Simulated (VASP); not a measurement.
# Ir (P6_3/mmc) in VASP: notebook

Runs on Ir. Level: LDA. Tasks: single point.

All numbers are computed with VASP 6.6.1; they aren't measurements. Logs are shortened: lines on timing, memory, paths and dates and some standing lists are left out, and cuts for length are marked.

### Step 1. The cell of the first run

Symmetry: P6_3/mmc, No. 194, hexagonal system. The conventional cell has a = 2.398 Å, b = 2.398 Å, c = 3.909 Å, α = 90.00°, β = 90.00°, γ = 120.00°. Within 3.2 Å of Ir (site symmetry -6m2) lie 12 Ir at 2.40 Å.

### Step 2. Single point, LDA

Input file INCAR:

```
PREC = Accurate
ENCUT = 520
EDIFF = 1E-6
ISMEAR = -1
SIGMA = 0.08
LREAL = F
LASPH = T
NELM = 60
ALGO = Normal
ISIF = 2
LWAVE = F
LCHARG = F
NBANDS = 16
```

Input file KPOINTS:

```
regular mesh
0
Gamma
  18 18 10
```

Input file POSCAR:

```
Ir
1.0
    2.3975652223      0.0000000000      0.0000000000
   -1.1987826112      2.0763523898      0.0000000000
    0.0000000000      0.0000000000      3.9089506049
Ir
2
Direct
    0.3333333333      0.6666666667      0.2500000000
    0.6666666667      0.3333333333      0.7500000000
```

Potentials or basis: VASP PAW LDA potentials, release 64 (Ir).

Launch:

```sh
$ cat potpaw_LDA.64/Ir/POTCAR > POTCAR
$ mpirun -np 1 vasp_std > vasp.out
```

OUTCAR:

```text
PREC = Accurate
   ENCUT = 520
   EDIFF = 1E-6
   ISMEAR = -1
   LREAL = F
   LASPH = T
   NELM = 60
   ISIF = 2

 ion  position               nearest neighbor table
   1  0.333  0.667  0.250-   2 2.40   2 2.40   2 2.40   2 2.40   2 2.40   2 2.40   2 3.39   2 3.39
                             2 3.39   2 3.39   2 3.39   2 3.39
   2  0.667  0.333  0.750-   1 2.40   1 2.40   1 2.40   1 2.40   1 2.40   1 2.40   1 3.39   1 3.39
                             1 3.39   1 3.39   1 3.39   1 3.39

  LATTYP: Found a hexagonal cell.
 ALAT       =     2.3975652223
 C/A-ratio  =     1.6303834275

  Lattice vectors:

 A1 = (   2.3975652223,   0.0000000000,   0.0000000000)
 A2 = (  -1.1987826112,   2.0763523898,   0.0000000000)
 A3 = (   0.0000000000,   0.0000000000,   3.9089506049)

Analysis of symmetry for initial positions (statically):
=====================================================================
 Subroutine PRICEL returns:
 Original cell was already a primitive cell.

 Routine SETGRP: Setting up the symmetry group for a
 hexagonal supercell.

 Subroutine GETGRP returns: Found 24 space group operations
 (whereof 12 operations were pure point group operations)
 out of a pool of 24 trial point group operations.

The static configuration has the point symmetry D_3d.
 The point group associated with its full space group is D_6h.

Analysis of symmetry for dynamics (positions and initial velocities):
=====================================================================
 Subroutine PRICEL returns:
 Original cell was already a primitive cell.

 Routine SETGRP: Setting up the symmetry group for a
 hexagonal supercell.

 Subroutine GETGRP returns: Found 24 space group operations
 (whereof 12 operations were pure point group operations)
 out of a pool of 24 trial point group operations.

The dynamic configuration has the point symmetry D_3d.
 The point group associated with its full space group is D_6h.

 Subroutine INISYM returns: Found 24 space group operations
 (whereof 12 operations are pure point group operations),
 and found     1 'primitive' translations

----------------------------------------------------------------------------------------

                                     Primitive cell

  volume of cell :      19.4595

  direct lattice vectors                    reciprocal lattice vectors
     2.397565222  0.000000000  0.000000000     0.417089800  0.240806909  0.000000000
    -1.198782611  2.076352390  0.000000000     0.000000000  0.481613817  0.000000000
     0.000000000  0.000000000  3.908950605     0.000000000  0.000000000  0.255823135

  length of vectors
     2.397565222  2.397565222  3.908950605     0.481613817  0.481613817  0.255823135

  position of ions in fractional coordinates (direct lattice)
     0.333333333  0.666666667  0.250000000
     0.666666667  0.333333333  0.750000000

  ion indices of the primitive-cell ions
   primitive index   ion index
                 1           1
                 2           2

----------------------------------------------------------------------------------------

 KPOINTS: regular mesh

Automatic generation of k-mesh.
 Grid dimensions read from file:
 generate k-points for:   18   18   10

 Generating k-lattice:

  Cartesian coordinates                     Fractional coordinates (reciprocal lattice)
     0.023171656  0.013378162  0.000000000     0.055555556 -0.000000000  0.000000000
     0.000000000  0.026756323  0.000000000     0.000000000  0.055555556  0.000000000
     0.000000000  0.000000000  0.025582314     0.000000000  0.000000000  0.100000000

  Length of vectors
     0.026756323  0.026756323  0.025582314

  Shift w.r.t. Gamma in fractional coordinates (k-lattice)
     0.000000000  0.000000000  0.000000000

 Subroutine IBZKPT returns following result:
 ===========================================

 Found    222 irreducible k-points:

 Following reciprocal coordinates:
            Coordinates               Weight
  0.000000  0.000000  0.000000      1.000000
  0.055556 -0.000000  0.000000      6.000000
  0.111111 -0.000000  0.000000      6.000000
  0.166667  0.000000  0.000000      6.000000
  0.222222 -0.000000  0.000000      6.000000
  0.277778 -0.000000  0.000000      6.000000
[... 16 lines left out ...]
  0.333333  0.111111  0.000000     12.000000
  0.388889  0.111111  0.000000     12.000000
 [... further k-points ...]
   k-points           NKPTS =    222   k-points in BZ     NKDIM =    222   number of bands    NBANDS=     16
   number of dos      NEDOS =    301   number of ions     NIONS =      2
   total plane-waves  NPLWV =   9720
   dimension x,y,z NGX =    18 NGY =   18 NGZ =   30
   dimension x,y,z NGXF=    36 NGYF=   36 NGZF=   60
   ions per type =               2
   NGX,Y,Z   is equivalent  to a cutoff of  12.48, 12.48, 12.76 a.u.
   NGXF,Y,Z  is equivalent  to a cutoff of  24.96, 24.96, 25.52 a.u.
 SYSTEM =  unknown system
   PREC   = accura    normal or accurate (medium, high low for compatibility)
   ISTART =      0    job   : 0-new  1-cont  2-samecut
   ICHARG =      2    charge: 1-file 2-atom 10-const
   ISPIN  =      1    spin polarized calculation?
   LNONCOLLINEAR =      F non collinear calculations
   LSORBIT =      F    spin-orbit coupling
   LASPH  =      T    aspherical Exc in radial PAW
   ENCUT  =  520.0 eV  38.22 Ry    6.18 a.u.   4.46  4.46  7.27*2*pi/ulx,y,z
   NELM   =     60;   NELMIN=  2; NELMDL= -5     # of ELM steps
   EDIFF  = 0.1E-05   stopping-criterion for ELM
   LREAL  =      F    real-space projection
   EDIFFG = 0.1E-04   stopping-criterion for IOM
   NSW    =      0    number of steps for IOM
   IBRION =     -1    ionic relax: 0-MD 1-quasi-New 2-CG
   NFREE  =      0    steps in history (QN), initial steepest desc. (CG)
   ISIF   =      2    stress and relaxation
   ISYM   =      2    0-nonsym 1-usesym 2-fastsym
   POTIM  = 0.5000    time-step for ionic-motion
   TEBEG  =    0.0;   TEEND  =   0.0 temperature during run
   PSTRESS=    0.0 pullay stress
   NELECT =      18.0000    total number of electrons
   NUPDOWN=      -1.0000    fix difference up-down
   EMIN   =  10.00;   EMAX   =-10.00  energy-range for DOS
   EFERMI =   0.00;   METHOD = LEGACY
   ISMEAR =    -1;   SIGMA  =   0.08  broadening in eV -4-tet -1-fermi 0-gaus
   EFERMI_NEDOS =   21; number of points for ismear=-14 and -15
   IALGO  =     38    algorithm
   IMIX   =      4    mixing-type and parameters
     AMIX     =   0.40;   BMIX     =  1.00
     AMIX_MAG =   1.60;   BMIX_MAG =  1.00
  volume/ion in A,a.u.               =       9.73        65.66
  Fermi-wavevector in a.u.,A,eV,Ry     =   1.595102  3.014306 34.617986  2.544350
  Thomas-Fermi vector in A             =   2.693073
   LORBIT       =      0    0 simple, 1 ext, 2 COOP (PROOUT), +10 PAW based schemes
   GGA     = CA    functional components
   LHFCALC =     F    Hartree Fock is set to
   AEXX    =    0.0000 exact exchange contribution
   IVDW    =     0    specifies the selected vdW correction
   LEPSILON=     F    determine dielectric tensor
   LRPA    =     F    only Hartree local field effects (RPA)
 non-spin polarized calculation
  energy-cutoff  :      520.00
  volume of cell :       19.46
 maximum number of plane-waves:       549
 NGX is ok and might be reduce to    18
   NGX =  9   NGY =  9   NGZ = 15

 number of electron      18.0000001 magnetization

 Free energy of the ion-electron system (eV)
  ---------------------------------------------------
  ext. energy  EPLUGINS =         0.00000000
  ---------------------------------------------------
  free energy    TOTEN  =       -13.88951515 eV

  energy without entropy =      -13.86452412  energy(sigma->0) =      -13.87701964

 E-fermi :  18.4801     XC(G=0): -16.3804

 val. band max:       18.4704334883   @ k =   0.3333   0.2778   0.1000
 cond. band min:      18.4894556258   @ k =   0.3889   0.1667   0.1000
 fundamental gap:      0.0190221375
 Fermi energy:        18.4801481231

 k-point     1 :       0.0000    0.0000    0.0000
  band No.  band energies     occupation
      1       2.7833      2.00000
      2       5.2642      2.00000
      3      11.3624      2.00000
      4      11.5601      2.00000
      5      11.5601      2.00000
      6      12.7726      2.00000
[... 8 lines left out ...]
     15      33.9162      0.00000
     16      36.7370      0.00000

 k-point     2 :       0.0556   -0.0000    0.0000
  band No.  band energies     occupation
      1       2.9746      2.00000
      2       5.4411      2.00000
      3      10.9657      2.00000
      4      11.7343      2.00000
      5      11.8995      2.00000
      6      12.6439      2.00000
[... 8 lines left out ...]
     15      34.1915      0.00000
     16      36.9813      0.00000

 k-point     3 :       0.1111   -0.0000    0.0000
  band No.  band energies     occupation
      1       3.5218      2.00000
      2       5.9252      2.00000
      3      10.4019      2.00000
      4      12.1736      2.00000
      5      12.2507      2.00000
      6      12.5250      2.00000
[... 8 lines left out ...]
     15      34.9167      0.00000
     16      37.7781      0.00000

 k-point     4 :       0.1667    0.0000    0.0000
  band No.  band energies     occupation
      1       4.3379      2.00000
      2       6.5342      2.00000
      3       9.9156      2.00000
      4      11.6049      2.00000
      5      11.7951      2.00000
      6      13.0898      2.00000
[... 8 lines left out ...]
     15      35.4880      0.00000
     16      38.1128      0.00000
[... 324 lines left out ...]
 k-point    22 :       0.2778    0.1111    0.0000
  band No.  band energies     occupation
      1       6.7799      2.00000
      2       7.1404      2.00000
      3       7.8069      2.00000
      4      10.4380      2.00000
      5      11.1343      2.00000
      6      12.2146      2.00000
[... 8 lines left out ...]
     15      33.4475      0.00000
     16      34.1549      0.00000

 k-point    23 :       0.3333    0.1111    0.0000
  band No.  band energies     occupation
      1       6.3971      2.00000
      2       7.1012      2.00000
      3       7.2508      2.00000
      4      11.0023      2.00000
      5      11.4564      2.00000
      6      12.7040      2.00000
[... 8 lines left out ...]
     15      32.3476      0.00000
     16      32.7706      0.00000

 k-point    24 :       0.3889    0.1111    0.0000
  band No.  band energies     occupation
      1       6.1344      2.00000
      2       6.6678      2.00000
      3       7.2372      2.00000
      4      10.9636      2.00000
      5      12.3028      2.00000
      6      12.3705      2.00000
[... 8 lines left out ...]
     15      32.3407      0.00000
     16      33.2860      0.00000

 [... further k-points ...]
[... 5 lines left out ...]
  --------------------------------------------------------------------------------------
  -------------------------------------------------------------------------------------
  Total       42.8218144     42.8218144     42.8516735     -0.0000000     -0.0000000      0.0000000
  in kB     3525.6887698   3525.6887700   3528.1471829     -0.0000001     -0.0000000      0.0000000
  external PRESSURE =    3526.5082409 kB  Pullay stress =       0.0000000 kB

 VOLUME and BASIS-vectors are now :
 -----------------------------------------------------------------------------
  energy-cutoff  :      520.00
  volume of cell :       19.46
      direct lattice vectors                 reciprocal lattice vectors
     2.397565222  0.000000000  0.000000000     0.417089800  0.240806909  0.000000000
    -1.198782611  2.076352390  0.000000000     0.000000000  0.481613817  0.000000000
     0.000000000  0.000000000  3.908950605     0.000000000  0.000000000  0.255823135

 POSITION                                       TOTAL-FORCE (eV/Angst)
 -----------------------------------------------------------------------------------
     -0.00000      1.38423      0.97724         0.000000      0.000000      0.000000
      1.19878      0.69212      2.93171        -0.000000     -0.000000      0.000000
 -----------------------------------------------------------------------------------
    total drift:                                0.000000     -0.000000     -0.000000

  FREE ENERGIE OF THE ION-ELECTRON SYSTEM (eV)
  ---------------------------------------------------
  free  energy   TOTEN  =       -13.8895151545 eV

  energy  without entropy=      -13.8645241216  energy(sigma->0) =      -13.87701964
```

Wall time 23 s (1 thread of Intel Xeon 6975P-C (Granite Rapids), shared host); peak memory 0.17 GiB.

What came out:

| Item | Value |
| --- | --- |
| Free energy | -13.8895 eV |
| Pressure | 352.7 GPa |
| Band gap on the k mesh | zero (band 9 reaches 20.46 eV, above the bottom of band 10 at 14.27 eV) |

Caveat: spin-orbit coupling is left out, which moves the levels of the heavy elements.

### Step 3. Single point, LDA

Input file INCAR:

```
SYSTEM = Ir
PREC = Accurate ; ENCUT = 520
EDIFF = 1E-6 ; ISMEAR = -1
SIGMA = 0.08 ; LREAL = .FALSE.
LASPH = .TRUE. ; NELM = 60
ALGO = Normal ; ISIF = 2
LWAVE = .FALSE. ; LCHARG = .FALSE.
NBANDS = 16
```

Input file KPOINTS:

```
regular mesh
0
G
  18 18 10
  0 0 0
```

Input file POSCAR:

```
Ir
1.0
    2.3971610181      0.0000000000      0.0000000000
   -1.1985805091      2.0760023386      0.0000000000
    0.0000000000      0.0000000000      3.9080901430
Ir
2
Direct
    0.3333333333      0.6666666667      0.2500000000
    0.6666666667      0.3333333333      0.7500000000
```

Potentials or basis: VASP PAW LDA potentials, release 64 (Ir).

Launch:

```sh
$ cat potpaw_LDA.64/Ir/POTCAR > POTCAR
$ mpirun -np 1 vasp_std > vasp.out
```

Run time: 22 s. Hardware: 1 thread of Intel Xeon 6975P-C (Granite Rapids), shared host; peak memory 0.16 GiB.

It converged, with:

```
Free energy            : -13.8656 eV
Pressure               : 353.7 GPa
Band gap on the k mesh : zero (band 9 reaches 20.48 eV, above the bottom of band 10 at 14.28 eV)
```

Stress tensor (GPa, compression positive):
```
353.54   0.00   0.00
  0.00 353.54   0.00
  0.00   0.00 353.87
```

Levels at points of the mesh, in eV from the Fermi level:
```tsv
k point	band 7	band 8	band 9	band 10	band 11	band 12
(0.00, 0.00, 0.00)	-5.71	-4.20	-4.20	-1.40	0.40	0.40
(0.50, 0.00, 0.00)	-5.11	1.53	1.96	2.32	5.14	7.07
(0.00, 0.00, 0.50)	-7.08	-7.08	-0.76	-0.76	-0.76	-0.76
(0.50, 0.00, 0.50)	-1.62	-1.62	1.98	1.98	3.29	3.29
```

Caveat: spin-orbit coupling is left out, which moves the levels of the heavy elements.
